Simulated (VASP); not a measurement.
# TePb (Fm-3m) in VASP: notebook, part 2 of 2

VASP 6.6.1. Earlier steps stand in the parts before.

## 3. Single point, PBEsol

This run uses another cell than the first one, of 25.95 Å³/atom, 1.073 times its volume.

INCAR reads:

```
PREC = Accurate
ENCUT = 520
EDIFF = 1E-6
ISMEAR = -1
SIGMA = 0.05
LREAL = False
LASPH = True
NELM = 80
ALGO = Normal
ISIF = 2
LWAVE = False
LCHARG = True
GGA = PS
LELF = True
LVHAR = True
NBANDS = 17
```

KPOINTS reads:

```
Automatic mesh
0
Gamma
  7 7 7
```

POSCAR reads:

```
TePb
1.0
    0.0000000000      2.9605139873      2.9605139873
    2.9605139873      0.0000000000      2.9605139873
    2.9605139873      2.9605139873      0.0000000000
Pb Te
1 1
Direct
    0.0000000000      0.0000000000      0.0000000000
    0.5000000000      0.5000000000      0.5000000000
```

Potentials or basis: VASP PAW PBE potentials, release 64 (Pb_d, Te).

Run with:

```
> cat potpaw_PBE.64/Pb_d/POTCAR potpaw_PBE.64/Te/POTCAR > POTCAR
> mpirun -np 1 vasp_std > vasp.out
```

OUTCAR:

```text
PREC = Accurate
   ENCUT = 520
   EDIFF = 1E-6
   ISMEAR = -1
   LREAL = False
   LASPH = True
   NELM = 80
   ISIF = 2
   GGA = PS

 ion  position               nearest neighbor table
   1  0.000  0.000  0.000-   2 2.96   2 2.96   2 2.96   2 2.96   2 2.96   2 2.96
   2  0.500  0.500  0.500-   1 2.96   1 2.96   1 2.96   1 2.96   1 2.96   1 2.96

  LATTYP: Found a face centered cubic cell.
 ALAT       =     5.9210279746

  Lattice vectors:

 A1 = (   0.0000000000,   2.9605139873,   2.9605139873)
 A2 = (   2.9605139873,   0.0000000000,   2.9605139873)
 A3 = (   2.9605139873,   2.9605139873,   0.0000000000)

Analysis of symmetry for initial positions (statically):
=====================================================================
 Subroutine PRICEL returns:
 Original cell was already a primitive cell.

 Routine SETGRP: Setting up the symmetry group for a
 face centered cubic supercell.

 Subroutine GETGRP returns: Found 48 space group operations
[... 9 lines left out ...]

 Routine SETGRP: Setting up the symmetry group for a
 face centered cubic supercell.

 Subroutine GETGRP returns: Found 48 space group operations
[... 11 lines left out ...]
                                     Primitive cell

  volume of cell :      51.8957

  direct lattice vectors                    reciprocal lattice vectors
     0.000000000  2.960513987  2.960513987    -0.168889592  0.168889592  0.168889592
     2.960513987  0.000000000  2.960513987     0.168889592 -0.168889592  0.168889592
     2.960513987  2.960513987  0.000000000     0.168889592  0.168889592 -0.168889592

  length of vectors
     4.186799032  4.186799032  4.186799032     0.292525355  0.292525355  0.292525355

  position of ions in fractional coordinates (direct lattice)
     0.000000000  0.000000000  0.000000000
     0.500000000  0.500000000  0.500000000

  ion indices of the primitive-cell ions
   primitive index   ion index
                 1           1
                 2           2

----------------------------------------------------------------------------------------

 KPOINTS: Automatic mesh

Automatic generation of k-mesh.
 Grid dimensions read from file:
 generate k-points for:    7    7    7

 Generating k-lattice:

  Cartesian coordinates                     Fractional coordinates (reciprocal lattice)
    -0.024127085  0.024127085  0.024127085     0.142857143  0.000000000  0.000000000
     0.024127085 -0.024127085  0.024127085     0.000000000  0.142857143  0.000000000
     0.024127085  0.024127085 -0.024127085     0.000000000  0.000000000  0.142857143

  Length of vectors
     0.041789336  0.041789336  0.041789336

  Shift w.r.t. Gamma in fractional coordinates (k-lattice)
     0.000000000  0.000000000  0.000000000

 Subroutine IBZKPT returns following result:
 ===========================================

 Found     20 irreducible k-points:

 Following reciprocal coordinates:
            Coordinates               Weight
  0.000000  0.000000  0.000000      1.000000
  0.142857  0.000000  0.000000      8.000000
  0.285714  0.000000  0.000000      8.000000
  0.428571  0.000000  0.000000      8.000000
  0.142857  0.142857  0.000000      6.000000
  0.285714  0.142857  0.000000     24.000000
[... 12 lines left out ...]
 -0.428571  0.428571  0.142857     24.000000
 -0.285714  0.428571  0.142857     24.000000
   k-points           NKPTS =     20   k-points in BZ     NKDIM =     20   number of bands    NBANDS=     17
   number of dos      NEDOS =    301   number of ions     NIONS =      2
   total plane-waves  NPLWV =  32768
   dimension x,y,z NGX =    32 NGY =   32 NGZ =   32
   dimension x,y,z NGXF=    64 NGYF=   64 NGZF=   64
   ions per type =               1   1
   NGX,Y,Z   is equivalent  to a cutoff of  12.71, 12.71, 12.71 a.u.
   NGXF,Y,Z  is equivalent  to a cutoff of  25.41, 25.41, 25.41 a.u.
 SYSTEM =  unknown system
   PREC   = accura    normal or accurate (medium, high low for compatibility)
   ISTART =      0    job   : 0-new  1-cont  2-samecut
   ICHARG =      2    charge: 1-file 2-atom 10-const
   ISPIN  =      1    spin polarized calculation?
   LNONCOLLINEAR =      F non collinear calculations
   LSORBIT =      F    spin-orbit coupling
   LASPH  =      T    aspherical Exc in radial PAW
   ENCUT  =  520.0 eV  38.22 Ry    6.18 a.u.   7.78  7.78  7.78*2*pi/ulx,y,z
   NELM   =     80;   NELMIN=  2; NELMDL= -5     # of ELM steps
   EDIFF  = 0.1E-05   stopping-criterion for ELM
   LREAL  =      F    real-space projection
   EDIFFG = 0.1E-04   stopping-criterion for IOM
   NSW    =      0    number of steps for IOM
   IBRION =     -1    ionic relax: 0-MD 1-quasi-New 2-CG
   NFREE  =      0    steps in history (QN), initial steepest desc. (CG)
   ISIF   =      2    stress and relaxation
   ISYM   =      2    0-nonsym 1-usesym 2-fastsym
   POTIM  = 0.5000    time-step for ionic-motion
   TEBEG  =    0.0;   TEEND  =   0.0 temperature during run
   PSTRESS=    0.0 pullay stress
   NELECT =      20.0000    total number of electrons
   NUPDOWN=      -1.0000    fix difference up-down
   EMIN   =  10.00;   EMAX   =-10.00  energy-range for DOS
   EFERMI =   0.00;   METHOD = LEGACY
   ISMEAR =    -1;   SIGMA  =   0.05  broadening in eV -4-tet -1-fermi 0-gaus
   EFERMI_NEDOS =   21; number of points for ismear=-14 and -15
   IALGO  =     38    algorithm
   IMIX   =      4    mixing-type and parameters
     AMIX     =   0.40;   BMIX     =  1.00
     AMIX_MAG =   1.60;   BMIX_MAG =  1.00
  volume/ion in A,a.u.               =      25.95       175.10
  Fermi-wavevector in a.u.,A,eV,Ry     =   1.191355  2.251334 19.311100  1.419326
  Thomas-Fermi vector in A             =   2.327418
   LORBIT       =      0    0 simple, 1 ext, 2 COOP (PROOUT), +10 PAW based schemes
   GGA     = PS    functional components
   LHFCALC =     F    Hartree Fock is set to
   AEXX    =    0.0000 exact exchange contribution
   IVDW    =     0    specifies the selected vdW correction
   LEPSILON=     F    determine dielectric tensor
   LRPA    =     F    only Hartree local field effects (RPA)
 non-spin polarized calculation
  energy-cutoff  :      520.00
  volume of cell :       51.90
 maximum number of plane-waves:      1416
   NGX = 15   NGY = 15   NGZ = 15

 number of electron      19.9999998 magnetization

 Free energy of the ion-electron system (eV)
  ---------------------------------------------------
  ext. energy  EPLUGINS =         0.00000000
  ---------------------------------------------------
  free energy    TOTEN  =        -7.51755772 eV

  energy without entropy =       -7.51747919  energy(sigma->0) =       -7.51751845

 E-fermi :   9.4963     XC(G=0): -10.6954

 val. band max:        9.1915203549   @ k =   0.4286   0.0000   0.0000
 cond. band min:       9.8078949284   @ k =   0.4286   0.0000   0.0000
 fundamental gap:      0.6163745735
 Fermi energy:         9.4963173756

 k-point     1 :       0.0000    0.0000    0.0000
  band No.  band energies     occupation
      1      -8.0080      2.00000
      2      -8.0080      2.00000
      3      -7.9689      2.00000
      4      -7.9689      2.00000
      5      -7.9689      2.00000
      6      -5.2851      2.00000
[... 9 lines left out ...]
     16      14.4228      0.00000
     17      15.3763      0.00000

 k-point     2 :       0.1429    0.0000    0.0000
  band No.  band energies     occupation
      1      -8.0170      2.00000
      2      -8.0170      2.00000
      3      -7.9689      2.00000
      4      -7.9610      2.00000
      5      -7.9610      2.00000
      6      -5.0393      2.00000
[... 9 lines left out ...]
     16      14.8971      0.00000
     17      17.3304      0.00000

 k-point     3 :       0.2857    0.0000    0.0000
  band No.  band energies     occupation
      1      -8.0399      2.00000
      2      -8.0399      2.00000
      3      -7.9704      2.00000
      4      -7.9401      2.00000
      5      -7.9401      2.00000
      6      -4.3230      2.00000
[... 312 lines left out ...]
 k-point    19 :      -0.4286    0.4286    0.1429
  band No.  band energies     occupation
      1      -8.1984      2.00000
      2      -8.0027      2.00000
      3      -7.9823      2.00000
      4      -7.9174      2.00000
      5      -7.8975      2.00000
      6      -2.4583      2.00000
[... 9 lines left out ...]
     16      19.9519      0.00000
     17      20.3946      0.00000

 k-point    20 :      -0.2857    0.4286    0.1429
  band No.  band energies     occupation
      1      -8.1753      2.00000
      2      -8.0222      2.00000
      3      -7.9607      2.00000
      4      -7.9388      2.00000
      5      -7.8978      2.00000
      6      -2.1798      2.00000
[... 9 lines left out ...]
     16      19.6714      0.00000
     17      20.6056      0.00000

------------------------ aborting loop because EDIFF is reached ----------------------------------------

  FORCE on cell =-STRESS in cart. coord.  units (eV):
  Direction    XX          YY          ZZ          XY          YZ          ZX
  --------------------------------------------------------------------------------------
  -------------------------------------------------------------------------------------
  Total        6.4737901      6.4737901      6.4737901      0.0000000     -0.0000000      0.0000000
  in kB      199.8655073    199.8655073    199.8655073      0.0000000     -0.0000000      0.0000000
  external PRESSURE =     199.8655073 kB  Pullay stress =       0.0000000 kB

 VOLUME and BASIS-vectors are now :
 -----------------------------------------------------------------------------
  energy-cutoff  :      520.00
  volume of cell :       51.90
      direct lattice vectors                 reciprocal lattice vectors
     0.000000000  2.960513987  2.960513987    -0.168889592  0.168889592  0.168889592
     2.960513987  0.000000000  2.960513987     0.168889592 -0.168889592  0.168889592
     2.960513987  2.960513987  0.000000000     0.168889592  0.168889592 -0.168889592

 POSITION                                       TOTAL-FORCE (eV/Angst)
 -----------------------------------------------------------------------------------
      0.00000      0.00000      0.00000         0.000000      0.000000     -0.000000
      2.96051      2.96051      2.96051         0.000000      0.000000      0.000000
 -----------------------------------------------------------------------------------
    total drift:                                0.000000     -0.000000     -0.000000

  FREE ENERGIE OF THE ION-ELECTRON SYSTEM (eV)
  ---------------------------------------------------
  free  energy   TOTEN  =        -7.5175577168 eV

  energy  without entropy=       -7.5174791903  energy(sigma->0) =       -7.51751845
```

stdout:

```text
POSCAR found type information on POSCAR PbTe
 POSCAR found :  2 types and       2 ions
 scaLAPACK will be used
 -----------------------------------------------------------------------------
|                                                                             |
|                                                                             |
|     You enforced a specific xc type in the INCAR file but a different       |
|     I HOPE YOU KNOW WHAT YOU ARE DOING!                                     |
|                                                                             |
 -----------------------------------------------------------------------------

 LDA part: xc-table for (Slater+PW92), standard interpolation
 POSCAR, INCAR and KPOINTS ok, starting setup
 FFT: planning ... GRIDC
 FFT: planning ... GRID_SOFT
 FFT: planning ... GRID
 WAVECAR not read
 entering main loop
```

Wall time 26 s (1 thread of Intel Xeon 8259CL, shared host); peak memory 0.18 GiB.

Results:

| Item | Value |
| --- | --- |
| Free energy | -7.5176 eV |
| Pressure | 20.0 GPa |

Caveat: this odd mesh misses L, where the gap lies, so gap, dielectric constants and Born charges aren't listed; the PAW data sets were made with another functional, which shifts forces and pressure a little; spin-orbit coupling is left out, which moves the levels of the heavy elements.

## 4. Single point, PBEsol

This run uses another cell than the first one, of 28.57 Å³/atom, 1.181 times its volume.

INCAR reads:

```
SYSTEM = TePb
ALGO = Normal ; EDIFF = 1E-7
ENCUT = 520 ; GGA = PS
ISIF = 2 ; ISMEAR = -1
LASPH = .TRUE. ; LCHARG = .FALSE.
LREAL = .FALSE. ; LWAVE = .FALSE.
NBANDS = 17 ; NELM = 80
PREC = Accurate ; SIGMA = 0.05
```

KPOINTS reads:

```
k-points
0
G
  7 7 7
  0 0 0
```

POSCAR reads:

```
TePb
1.0
    0.0000000000      3.0570747850      3.0570747850
    3.0570747850      0.0000000000      3.0570747850
    3.0570747850      3.0570747850      0.0000000000
Pb Te
1 1
Direct
    0.0000000000      0.0000000000      0.0000000000
    0.5000000000      0.5000000000      0.5000000000
```

Run with:

```
> cat potpaw_PBE.64/Pb_d/POTCAR potpaw_PBE.64/Te/POTCAR > POTCAR
> mpirun -np 1 vasp_std > vasp.out
```

Wall time 25 s (1 thread of Intel Xeon 8259CL, shared host); peak memory 0.18 GiB.

Results (log left out):

```yaml
Free_energy: -7.9975 eV
Pressure: 10.0 GPa
```

Levels at points of the mesh, in eV from the Fermi level:
| k point | band 8 | band 9 | band 10 | band 11 | band 12 | band 13 |
| --- | --- | --- | --- | --- | --- | --- |
| (0.00, 0.00, 0.00) | -2.26 | -2.26 | -2.26 | 3.97 | 3.97 | 3.97 |

Caveat: this odd mesh misses L, where the gap lies, so gap, dielectric constants and Born charges aren't listed; the PAW data sets were made with another functional, which shifts forces and pressure a little; spin-orbit coupling is left out, which moves the levels of the heavy elements.

## 5. Single point, PBEsol

This run uses another cell than the first one, of 30.53 Å³/atom, 1.262 times its volume.

INCAR reads:

```
  ALGO = Normal
  EDIFF = 1E-6
  ENCUT = 520
  GGA = PS
  ISIF = 2
  ISMEAR = -1
  LASPH = True
  LCHARG = True
  LELF = True
  LREAL = False
  LVHAR = True
  LWAVE = False
  NBANDS = 17
  NELM = 100
  PREC = Accurate
  SIGMA = 0.05
```

KPOINTS reads:

```
k-points
0
Gamma
  7 7 7
```

POSCAR reads:

```
TePb
1.0
    0.0000000000      3.1255705696      3.1255705696
    3.1255705696      0.0000000000      3.1255705696
    3.1255705696      3.1255705696      0.0000000000
Pb Te
1 1
Direct
    0.0000000000      0.0000000000      0.0000000000
    0.5000000000      0.5000000000      0.5000000000
```

Run with:

```
> cat potpaw_PBE.64/Pb_d/POTCAR potpaw_PBE.64/Te/POTCAR > POTCAR
> mpirun -np 1 vasp_std > vasp.out
```

It took 42 s on 1 thread of Intel Xeon 8259CL, shared host; peak memory 0.2 GiB.

Results (log left out):

* Free energy: -8.1780 eV
* Pressure: 4.9 GPa

Levels at points of the mesh, in eV from the Fermi level:
```tsv
k point	band 6	band 7	band 8	band 9	band 10	band 11	band 12	band 13	band 14	band 15
(0.00, 0.00, 0.00)	-13.21	-5.63	-2.02	-2.02	-2.02	3.87	3.87	3.87	5.23	5.23
```

Caveat: this odd mesh misses L, where the gap lies, so gap, dielectric constants and Born charges aren't listed; the PAW data sets were made with another functional, which shifts forces and pressure a little; spin-orbit coupling is left out, which moves the levels of the heavy elements.

## 6. Summary

```tsv
cell	pressure (GPa)
a = 4.090 Å, angles 60.0°, 2 atoms	30.0
a = 4.187 Å, angles 60.0°, 2 atoms	20.0
a = 4.323 Å, angles 60.0°, 2 atoms	10.0
a = 4.420 Å, angles 60.0°, 2 atoms	4.9
```

Alike in all rows: task single point; level PBEsol; potentials or basis VASP PAW PBE potentials, release 64 (Pb_d, Te); no spin polarisation; k mesh 7 × 7 × 7; cutoff (eV) 520; smearing fermi-dirac 0.05 eV.

Caveats: the PAW data sets were made with another functional, which shifts forces and pressure a little; spin-orbit coupling is left out, which moves the levels of the heavy elements.

Total energies depend on the potentials used, so only differences within one code and one set of settings carry meaning.
